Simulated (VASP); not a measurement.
# HfS4 (F-43m) in VASP: a series of runs

HfS4 is run at these levels: PBE; tasks: single point, relaxation of cell and atoms.

All numbers are computed with VASP 6.6.1; they aren't measurements. Logs are shortened: lines on timing, memory, paths and dates and some standing lists are left out, and cuts for length are marked.

## (1) The cell of the first run

Symmetry: F-43m, No. 216, cubic system. Conventional cell: a = 7.371 Å, b = 7.371 Å, c = 7.371 Å, α = 90.00°, β = 90.00°, γ = 90.00°. Within 4.0 Å of Hf (site symmetry -43m) lie 12 S at 3.06 Å. S (site symmetry 3m) has 6 S at 2.60 to 2.61 Å and 3 Hf at 3.06 Å within 3.4 Å.

## (2) Single point, PBE

The input, INCAR:

```
ALGO     = Normal         # electronic algorithm
EDIFF    = 1E-6           # SCF threshold, eV
ENCUT    = 520            # plane-wave cutoff, eV
GGA      = PE             # functional
ISIF     = 2              # what is computed and relaxed
ISMEAR   = 0              # smearing method
LASPH    = T              # aspherical terms in the spheres
LCHARG   = F              # write CHGCAR
LREAL    = F              # projectors in reciprocal space
LWAVE    = F              # write WAVECAR
NBANDS   = 25             # bands
NELM     = 80             # most SCF steps
PREC     = Accurate       # precision mode
SIGMA    = 0.1            # smearing width, eV
```

The input, KPOINTS:

```
k-points
0
Gamma
  4 4 4
```

The input, POSCAR:

```
HfS4
1.0
    0.0000000000      3.6855609688      3.6855609688
    3.6855609688      0.0000000000      3.6855609688
    3.6855609688      3.6855609688      0.0000000000
Hf S
1 4
Direct
    0.5000000000      0.5000000000      0.5000000000
    0.1253948399      0.1253948399      0.1253948399
    0.1253948399      0.1253948399      0.6238154804
    0.1253948399      0.6238154804      0.1253948399
    0.6238154804      0.1253948399      0.1253948399
```

Potentials or basis: VASP PAW PBE potentials, release 64 (Hf_pv, S).

Started as:

```
cat potpaw_PBE.64/Hf_pv/POTCAR potpaw_PBE.64/S/POTCAR > POTCAR
mpirun -np 1 vasp_std > vasp.out
```

OUTCAR:

```text
EDIFF = 1E-6
   ENCUT = 520
   GGA = PE
   ISIF = 2
   ISMEAR = 0
   LASPH = T
   LREAL = F
   NELM = 80
   PREC = Accurate

 ion  position               nearest neighbor table
   1  0.500  0.500  0.500-   3 3.06   4 3.06   5 3.06   2 3.06   2 3.06   2 3.06   4 3.06   3 3.06
                             3 3.06   5 3.06   5 3.06   4 3.06
   2  0.125  0.125  0.125-   3 2.60   4 2.60   5 2.60   3 2.61   4 2.61   5 2.61   1 3.06   1 3.06
                             1 3.06
   3  0.125  0.125  0.624-   2 2.60   4 2.60   5 2.60   2 2.61   4 2.61   5 2.61   1 3.06   1 3.06
                             1 3.06
   4  0.125  0.624  0.125-   2 2.60   3 2.60   5 2.60   3 2.61   2 2.61   5 2.61   1 3.06   1 3.06
                             1 3.06
   5  0.624  0.125  0.125-   2 2.60   3 2.60   4 2.60   2 2.61   3 2.61   4 2.61   1 3.06   1 3.06
                             1 3.06

  LATTYP: Found a face centered cubic cell.
 ALAT       =     7.3711219376

  Lattice vectors:

 A1 = (   0.0000000000,   3.6855609688,   3.6855609688)
 A2 = (   3.6855609688,   0.0000000000,   3.6855609688)
 A3 = (   3.6855609688,   3.6855609688,   0.0000000000)

Analysis of symmetry for initial positions (statically):
=====================================================================
 Subroutine PRICEL returns:
 Original cell was already a primitive cell.

 Routine SETGRP: Setting up the symmetry group for a
 face centered cubic supercell.

 Subroutine GETGRP returns: Found 24 space group operations
 (whereof 24 operations were pure point group operations)
 out of a pool of 48 trial point group operations.

The static configuration has the point symmetry T_d .

Analysis of symmetry for dynamics (positions and initial velocities):
=====================================================================
 Subroutine PRICEL returns:
 Original cell was already a primitive cell.

 Routine SETGRP: Setting up the symmetry group for a
 face centered cubic supercell.

 Subroutine GETGRP returns: Found 24 space group operations
 (whereof 24 operations were pure point group operations)
 out of a pool of 48 trial point group operations.

The dynamic configuration has the point symmetry T_d .

 Subroutine INISYM returns: Found 24 space group operations
 (whereof 24 operations are pure point group operations),
 and found     1 'primitive' translations

----------------------------------------------------------------------------------------

                                     Primitive cell

[... 81 lines left out ...]
   EDIFFG = 0.1E-04   stopping-criterion for IOM
   NSW    =      0    number of steps for IOM
   IBRION =     -1    ionic relax: 0-MD 1-quasi-New 2-CG
   NFREE  =      0    steps in history (QN), initial steepest desc. (CG)
   ISIF   =      2    stress and relaxation
   ISYM   =      2    0-nonsym 1-usesym 2-fastsym
   POTIM  = 0.5000    time-step for ionic-motion
   TEBEG  =    0.0;   TEEND  =   0.0 temperature during run
   PSTRESS=    0.0 pullay stress
   NELECT =      34.0000    total number of electrons
   NUPDOWN=      -1.0000    fix difference up-down
   EMIN   =  10.00;   EMAX   =-10.00  energy-range for DOS
   EFERMI =   0.00;   METHOD = LEGACY
   ISMEAR =     0;   SIGMA  =   0.10  broadening in eV -4-tet -1-fermi 0-gaus
   EFERMI_NEDOS =   21; number of points for ismear=-14 and -15
   IALGO  =     38    algorithm
   IMIX   =      4    mixing-type and parameters
     AMIX     =   0.40;   BMIX     =  1.00
     AMIX_MAG =   1.60;   BMIX_MAG =  1.00
  volume/ion in A,a.u.               =      20.02       135.13
  Fermi-wavevector in a.u.,A,eV,Ry     =   1.142144  2.158339 17.748704  1.304493
  Thomas-Fermi vector in A             =   2.278843
   LORBIT       =      0    0 simple, 1 ext, 2 COOP (PROOUT), +10 PAW based schemes
   GGA     = PE    functional components
   LHFCALC =     F    Hartree Fock is set to
   AEXX    =    0.0000 exact exchange contribution
   IVDW    =     0    specifies the selected vdW correction
   LEPSILON=     F    determine dielectric tensor
   LRPA    =     F    only Hartree local field effects (RPA)
 non-spin polarized calculation
 Gauss-broadening in eV      SIGMA  =   0.10
  energy-cutoff  :      520.00
  volume of cell :      100.12
 maximum number of plane-waves:      2733
 NGX is ok and might be reduce to    40
   NGX = 19   NGY = 19   NGZ = 19

 number of electron      33.9999996 magnetization

 Free energy of the ion-electron system (eV)
  ---------------------------------------------------
  ext. energy  EPLUGINS =         0.00000000
  ---------------------------------------------------
  free energy    TOTEN  =       -23.11638701 eV

  energy without entropy =      -23.09826612  energy(sigma->0) =      -23.10732656

 E-fermi :   6.3326     XC(G=0): -10.0580

 val. band max:        6.2270438424   @ k =  -0.2500   0.2500   0.0000
 cond. band min:       6.3431039825   @ k =  -0.2500   0.5000   0.2500
 fundamental gap:      0.1160601401
 Fermi energy:         6.3325615171

 k-point     1 :       0.0000    0.0000    0.0000
  band No.  band energies     occupation
      1     -26.6944      2.00000
      2     -26.6944      2.00000
      3     -26.6944      2.00000
      4     -10.7084      2.00000
      5      -5.8246      2.00000
      6      -5.8246      2.00000
[... 213 lines left out ...]
     24       8.4053      0.00000
     25       9.5356      0.00000

------------------------ aborting loop because EDIFF is reached ----------------------------------------

  FORCE on cell =-STRESS in cart. coord.  units (eV):
  Direction    XX          YY          ZZ          XY          YZ          ZX
  --------------------------------------------------------------------------------------
  -------------------------------------------------------------------------------------
  Total       -0.0372458     -0.0372458     -0.0372458      0.0000000      0.0000000      0.0000000
  in kB       -0.5960015     -0.5960015     -0.5960015      0.0000000      0.0000000      0.0000000
  external PRESSURE =      -0.5960015 kB  Pullay stress =       0.0000000 kB

 VOLUME and BASIS-vectors are now :
 -----------------------------------------------------------------------------
  energy-cutoff  :      520.00
  volume of cell :      100.12
      direct lattice vectors                 reciprocal lattice vectors
     0.000000000  3.685560969  3.685560969    -0.135664558  0.135664558  0.135664558
     3.685560969  0.000000000  3.685560969     0.135664558 -0.135664558  0.135664558
     3.685560969  3.685560969  0.000000000     0.135664558  0.135664558 -0.135664558

 POSITION                                       TOTAL-FORCE (eV/Angst)
 -----------------------------------------------------------------------------------
      3.68556      3.68556      3.68556        -0.000000     -0.000000     -0.000000
      0.92430      0.92430      0.92430         0.004809      0.004809      0.004809
      2.76126      2.76126      0.92430        -0.004809     -0.004809      0.004809
      2.76126      0.92430      2.76126        -0.004809      0.004809     -0.004809
      0.92430      2.76126      2.76126         0.004809     -0.004809     -0.004809
 -----------------------------------------------------------------------------------
    total drift:                               -0.000000     -0.000000     -0.000001

  FREE ENERGIE OF THE ION-ELECTRON SYSTEM (eV)
  ---------------------------------------------------
  free  energy   TOTEN  =       -23.1163870064 eV

  energy  without entropy=      -23.0982661204  energy(sigma->0) =      -23.10732656
```

OSZICAR:

```text
N       E                     dE             d eps       ncg     rms          rms(c)
DAV:   1     0.165641825538E+03    0.16564E+03   -0.16073E+04   400   0.122E+03
DAV:   2    -0.127274651825E+02   -0.17837E+03   -0.16919E+03   524   0.249E+02
DAV:   3    -0.258510420773E+02   -0.13124E+02   -0.12762E+02   552   0.568E+01
DAV:   4    -0.261001302961E+02   -0.24909E+00   -0.24785E+00   503   0.914E+00
DAV:   5    -0.261071245600E+02   -0.69943E-02   -0.69875E-02   543   0.145E+00    0.270E+01
DAV:   6    -0.233407796982E+02    0.27663E+01   -0.74566E+00   479   0.101E+01    0.204E+01
DAV:   7    -0.232496217591E+02    0.91158E-01   -0.23565E+00   512   0.486E+00    0.124E+01
DAV:   8    -0.232673551610E+02   -0.17733E-01   -0.10461E+00   496   0.395E+00    0.255E+00
DAV:   9    -0.231245103275E+02    0.14284E+00   -0.78697E-01   484   0.256E+00    0.547E-01
DAV:  10    -0.231159786956E+02    0.85316E-02   -0.29837E-02   444   0.788E-01    0.335E-01
DAV:  11    -0.231171682471E+02   -0.11896E-02   -0.50778E-03   496   0.267E-01    0.193E-01
DAV:  12    -0.231163522959E+02    0.81595E-03   -0.21915E-03   486   0.171E-01    0.271E-02
DAV:  13    -0.231163731297E+02   -0.20834E-04   -0.12222E-04   488   0.518E-02    0.370E-02
DAV:  14    -0.231163879662E+02   -0.14837E-04   -0.35006E-05   467   0.234E-02    0.962E-03
DAV:  15    -0.231163870064E+02    0.95986E-06   -0.21789E-06   368   0.701E-03
   1 F= -.23116387E+02 E0= -.23107327E+02  d E =-.181209E-01
```

stdout:

```text
POSCAR found type information on POSCAR HfS
 POSCAR found :  2 types and       5 ions
 scaLAPACK will be used
 LDA part: xc-table for (Slater+PW92), standard interpolation
 POSCAR, INCAR and KPOINTS ok, starting setup
 FFT: planning ... GRIDC
 FFT: planning ... GRID_SOFT
 FFT: planning ... GRID
 WAVECAR not read
 entering main loop
```

Wall time 28 s (1 thread of Intel Xeon Platinum 8259CL at 2.50GHz (Skylake/Cascade Lake), shared host); peak memory 0.24 GiB.

What came out:

* Free energy: -23.1164 eV
* Pressure: -0.1 GPa
* Largest force: 0.008 eV/Å
* Band gap on the k mesh: zero (band 17 reaches 7.39 eV, above the bottom of band 18 at 6.21 eV)

Forces in eV/Å, atoms in the order of the input:
```
Hf   0.000  0.000  0.000
S    0.005  0.005  0.005
S   -0.005 -0.005  0.005
S   -0.005  0.005 -0.005
S    0.005 -0.005 -0.005
```

Levels at points of the mesh, in eV from the Fermi level:
| k point | band 14 | band 15 | band 16 | band 17 | band 18 | band 19 | band 20 | band 21 |
| --- | --- | --- | --- | --- | --- | --- | --- | --- |
| (0.00, 0.00, 0.00) | -1.22 | 1.06 | 1.06 | 1.06 | 1.09 | 1.09 | 1.09 | 2.34 |
| (0.50, 0.00, 0.00) | -3.06 | -3.06 | -3.01 | -0.39 | 0.71 | 0.71 | 1.13 | 1.50 |
| (0.50, 0.50, 0.00) | -3.25 | -3.05 | -3.05 | -2.65 | 0.53 | 0.53 | 0.84 | 1.37 |

Caveat: the k points lie up to 0.37 Å⁻¹ apart; spin-orbit coupling is left out, which moves the levels of the heavy elements.

## (3) Single point, PBE

This run uses another cell than the first one, of 23.99 Å³/atom, 1.198 times its volume.

The input, INCAR:

```
  PREC = Accurate
  ENCUT = 520
  EDIFF = 1E-6
  ISMEAR = 0
  SIGMA = 0.1
  LREAL = F
  LASPH = T
  NELM = 100
  ALGO = Normal
  ISIF = 2
  LWAVE = F
  LCHARG = T
  GGA = PE
  LELF = T
  LVHAR = T
  NBANDS = 25
```

The input, KPOINTS:

```
regular mesh
0
Gamma
  4 4 4
```

The input, POSCAR:

```
HfS4
1.0
    0.0000000000      3.9141372900      3.9141372900
    3.9141372900      0.0000000000      3.9141372900
    3.9141372900      3.9141372900      0.0000000000
Hf S
1 4
Direct
    0.5000000000      0.5000000000      0.5000000000
    0.1244543500      0.1244543500      0.1244543500
    0.1244543500      0.1244543500      0.6266369600
    0.1244543500      0.6266369600      0.1244543500
    0.6266369600      0.1244543500      0.1244543500
```

Potentials or basis: VASP PAW PBE potentials, release 64 (Hf_pv, S).

Started as:

```
cat potpaw_PBE.64/Hf_pv/POTCAR potpaw_PBE.64/S/POTCAR > POTCAR
mpirun -np 1 vasp_std > vasp.out
```

Wall time 53 s (1 thread of Intel Xeon Platinum 8259CL at 2.50GHz (Skylake/Cascade Lake), shared host); peak memory 0.25 GiB.

It converged, with:

| Property | Result |
| --- | --- |
| Free energy | -22.5064 eV |
| Pressure | -8.7 GPa |
| Largest force | 0.190 eV/Å |
| Band gap on the k mesh | zero (band 17 reaches 5.08 eV, above the bottom of band 18 at 4.33 eV) |

Forces in eV/Å, atoms in the order of the input:
```
Hf   0.000  0.000  0.000
S    0.110  0.110  0.110
S   -0.110 -0.110  0.110
S   -0.110  0.110 -0.110
S    0.110 -0.110 -0.110
```

Levels at points of the mesh, in eV from the Fermi level:
| k point | band 13 | band 14 | band 15 | band 16 | band 17 | band 18 | band 19 | band 20 | band 21 | band 22 |
| --- | --- | --- | --- | --- | --- | --- | --- | --- | --- | --- |
| (0.00, 0.00, 0.00) | -4.40 | -1.03 | 0.66 | 0.66 | 0.66 | 0.75 | 0.75 | 0.75 | 1.69 | 1.69 |
| (0.50, 0.00, 0.00) | -3.00 | -2.56 | -2.56 | -2.49 | -0.13 | 0.49 | 0.49 | 0.71 | 1.10 | 1.39 |
| (0.50, 0.50, 0.00) | -3.04 | -2.77 | -2.53 | -2.53 | -2.10 | 0.40 | 0.40 | 0.47 | 0.89 | 1.60 |

Caveat: spin-orbit coupling is left out, which moves the levels of the heavy elements.

## (4) Relaxation of cell and atoms, PBE

This run uses another cell than the first one, of 23.99 Å³/atom, 1.198 times its volume.

The input, INCAR:

```
ALGO = Normal
EDIFF = 1E-6
EDIFFG = -0.04
ENCUT = 600
GGA = PE
IBRION = 2
ISIF = 3
ISMEAR = 0
LASPH = T
LCHARG = F
LREAL = F
LWAVE = F
NELM = 60
NSW = 90
PREC = Accurate
SIGMA = 0.1
```

The input, KPOINTS:

```
k-points
0
Gamma
  4 4 4
```

POSCAR is that of step 3.

Started as:

```
cat potpaw_PBE.64/Hf_pv/POTCAR potpaw_PBE.64/S/POTCAR > POTCAR
mpirun -np 1 vasp_std > vasp.out
```

Wall time 2.3 min (1 thread of Intel Xeon Platinum 8259CL at 2.50GHz (Skylake/Cascade Lake), shared host); peak memory 0.34 GiB.

Results (log left out):

| Item | Value |
| --- | --- |
| Free energy | -23.1182 eV |
| Relaxed volume | 20.07 Å³/atom |
| Relaxed cell | a = 5.216 Å, b = 5.216 Å, c = 5.216 Å, α = 60.00°, β = 60.00°, γ = 60.00° |
| Space group after relaxing (to 0.05 Å) | F-43m (No. 216) |
| Energy gained by relaxing | 122.3 meV/atom |
| Ionic steps | 5 |
| Pressure after relaxing | -0.2 GPa |
| Largest force after relaxing | 0.007 eV/Å |
| Band gap on the k mesh | zero (band 17 reaches 7.36 eV, above the bottom of band 18 at 6.18 eV) |

Forces on the atoms (eV/Å):
```
Hf   0.000  0.000  0.000
S    0.004  0.004  0.004
S   -0.004 -0.004  0.004
S   -0.004  0.004 -0.004
S    0.004 -0.004 -0.004
```

Step by step:
```csv
step,energy change (eV),largest force (eV/Å),pressure (GPa),volume (Å³)
1,0.0000,0.1897,-8.64,119.93
2,-0.6083,0.0768,0.77,98.85
3,-0.6111,0.0880,0.07,99.96
4,-0.6109,0.0915,-0.16,100.34
5,-0.6117,0.0068,-0.16,100.36
```

Final structure:
```xyz
5
Lattice="0.0000 3.6884 3.6884 3.6884 0.0000 3.6884 3.6884 3.6884 0.0000" Properties=species:S:1:pos:R:3 pbc="T T T"
Hf    3.6884    3.6884    3.6884
S     0.9251    0.9251    0.9251
S     2.7633    2.7633    0.9251
S     2.7633    0.9251    2.7633
S     0.9251    2.7633    2.7633
```

Levels at points of the mesh, in eV from the Fermi level:
```
           k point  band 13  band 14  band 15  band 16  band 17  band 18  band 19  band 20  band 21
(0.00, 0.00, 0.00)    -5.33    -1.21     1.05     1.05     1.05     1.09     1.09     1.09     2.34
(0.50, 0.00, 0.00)    -3.54    -3.05    -3.05    -3.00    -0.38     0.71     0.71     1.12     1.50
(0.50, 0.50, 0.00)    -3.57    -3.24    -3.04    -3.04    -2.65     0.52     0.52     0.84     1.36
```

Caveat: the volume moved by over 15 % at a fixed basis, so the end points are rough; spin-orbit coupling is left out, which moves the levels of the heavy elements.

## (5) Single point, PBE

This run uses another cell than the first one, of 19.70 Å³/atom, 0.984 times its volume.

The input, INCAR:

```
SYSTEM = HfS4
ALGO = Normal
EDIFF = 1E-6
ENCUT = 520
GGA = PE
ISIF = 2
ISMEAR = 0
LASPH = .True.
LCHARG = .True.
LELF = .True.
LREAL = .False.
LVHAR = .True.
LWAVE = .False.
NBANDS = 25
NELM = 60
PREC = Accurate
SIGMA = 0.1
```

The input, KPOINTS:

```
k-points
0
Gamma
  10 10 10
  0 0 0
```

The input, POSCAR:

```
HfS4
1.0
    0.0000000000      3.6653151593      3.6653151593
    3.6653151593      0.0000000000      3.6653151593
    3.6653151593      3.6653151593      0.0000000000
Hf S
1 4
Direct
    0.5000000000      0.5000000000      0.5000000000
    0.8747535922      0.3757392235      0.8747535922
    0.8747535922      0.8747535922      0.8747535922
    0.3757392235      0.8747535922      0.8747535922
    0.8747535922      0.8747535922      0.3757392235
```

Started as:

```
cat potpaw_PBE.64/Hf_pv/POTCAR potpaw_PBE.64/S/POTCAR > POTCAR
mpirun -np 1 vasp_std > vasp.out
```

Run time: 2 min. Hardware: 1 thread of Intel Xeon Platinum 8259CL at 2.50GHz (Skylake/Cascade Lake), shared host; peak memory 0.29 GiB.

The run converged. Its results:

```yaml
Free_energy: -23.3039 eV
Pressure: -0.3 GPa
Largest_force: 0.011 eV/Å
Band_gap_on_the_k_mesh: zero (band 17 reaches 7.54 eV, above the bottom of band 18 at 6.14 eV)
```

Forces in eV/Å, atoms in the order of the input:
```
Hf   0.000  0.000  0.000
S    0.007 -0.007  0.007
S   -0.007 -0.007 -0.007
S   -0.007  0.007  0.007
S    0.007  0.007 -0.007
```

Levels at points of the mesh, in eV from the Fermi level:
```
           k point  band 15  band 16  band 17  band 18  band 19  band 20
(0.00, 0.00, 0.00)     0.93     0.93     0.93     1.06     1.06     1.06
(0.50, 0.00, 0.00)    -3.26    -3.20    -0.50     0.65     0.65     1.01
(0.50, 0.50, 0.00)    -3.25    -3.25    -2.84     0.46     0.46     0.82
```

Caveat: spin-orbit coupling is left out, which moves the levels of the heavy elements.

(Continued in part 2 of 2.)
